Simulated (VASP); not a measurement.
A run of VASP 6.6.1 is set up as follows.

The input INCAR:

```
SYSTEM = PbS
ALGO = Normal
EDIFF = 1E-7
EDIFFG = -0.01
ENCUT = 600
GGA = PS
IBRION = 2
ISIF = 3
ISMEAR = -1
IVDW = 12
LASPH = .True.
LCHARG = .False.
LREAL = .False.
LWAVE = .False.
NELM = 60
NSW = 60
PREC = Accurate
SIGMA = 0.05
```

File KPOINTS:

```
k-points
0
Gamma
  7 7 7
  0 0 0
```

The input POSCAR:

```
PbS
1.0
    3.6536590000      0.0000000000      0.0000000000
    0.0000000000      3.6536590000      0.0000000000
    0.0000000000      0.0000000000      3.6536590000
Pb S
1 1
Direct
    0.0000000000      0.0000000000      0.0000000000
    0.5000000000      0.5000000000      0.5000000000
```

Potentials or basis: VASP PAW PBE potentials, release 64 (Pb_d, S).

Launch:

```console
$ cat potpaw_PBE.64/Pb_d/POTCAR potpaw_PBE.64/S/POTCAR > POTCAR
$ mpirun -np 1 vasp_std > vasp.out
```

(1) What does it give for the dispersion energy per atom?

(2) What does it give for the relaxed volume?

(3) Predict the relaxed cell.

(4) Predict the space group after relaxing (to 0.05 Å).

## Answers

(1) -0.393 eV.

(2) 21.89 Å³/atom.

(3) a = 3.524 Å, b = 3.524 Å, c = 3.524 Å, α = 90.00°, β = 90.00°, γ = 90.00°.

(4) Pm-3m (No. 221).

Caveat: the PAW data sets were made with another functional, which shifts forces and pressure a little; pairwise dispersion overbinds metals, which lowers pressure and volume.
